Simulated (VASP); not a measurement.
## Zn4Se3S: single point with PBE

Zn4Se3S:

```xyz
8
Lattice="5.6590 0.0000 0.0000 0.0000 5.6590 0.0000 0.0000 0.0000 5.6590" Properties=species:S:1:pos:R:3 pbc="T T T"
S     0.0000    0.0000    0.0000
Zn    4.2817    4.2817    4.2817
Zn    1.3773    1.3773    4.2817
Zn    1.3773    4.2817    1.3773
Zn    4.2817    1.3773    1.3773
Se    2.8295    2.8295    0.0000
Se    2.8295    0.0000    2.8295
Se    0.0000    2.8295    2.8295
```

```json
{"Program": "VASP 6.6.1", "Task": "single point", "Functional": "PBE", "Potentials or basis": "VASP PAW PBE potentials, release 64 (S, Zn, Se)", "Cutoff": "520 eV", "k mesh": "4 × 4 × 4", "Occupations": "gaussian, width 0.01 eV", "Spin": "no spin polarisation", "Dipole correction": "no", "Further INCAR settings": "ALGO = Normal; EDIFF = 1e-06; NBANDS = 46"}
```

```json
{
  "Pressure": "0.2 GPa",
  "Largest force": "0.004 eV/Å",
  "Band gap on the k mesh": "1.32 eV"
}
```

Forces in eV/Å, atoms in the order of the input:
```
S    0.000  0.000  0.000
Zn   0.002  0.002  0.002
Zn  -0.002 -0.002  0.002
Zn  -0.002  0.002 -0.002
Zn   0.002 -0.002 -0.002
Se   0.000  0.000  0.000
Se   0.000  0.000  0.000
Se   0.000  0.000  0.000
```

Levels at points of the mesh, in eV from the valence-band top:
| k point | band 34 | band 35 | band 36 | band 37 | band 38 | band 39 |
| --- | --- | --- | --- | --- | --- | --- |
| (0.00, 0.00, 0.00) | 0.00 | 0.00 | 0.00 | 1.32 | 3.01 | 3.01 |
| (0.50, 0.00, 0.00) | -1.36 | -1.03 | -1.03 | 3.82 | 3.99 | 4.14 |
| (0.50, 0.50, 0.00) | -1.06 | -0.77 | -0.64 | 4.07 | 4.09 | 4.30 |
| (0.50, 0.50, 0.50) | -0.72 | -0.60 | -0.60 | 2.47 | 2.70 | 2.70 |

Run time: 96 s on 1 thread of Intel Xeon 8259CL (shared host), peak memory 0.28 GiB.
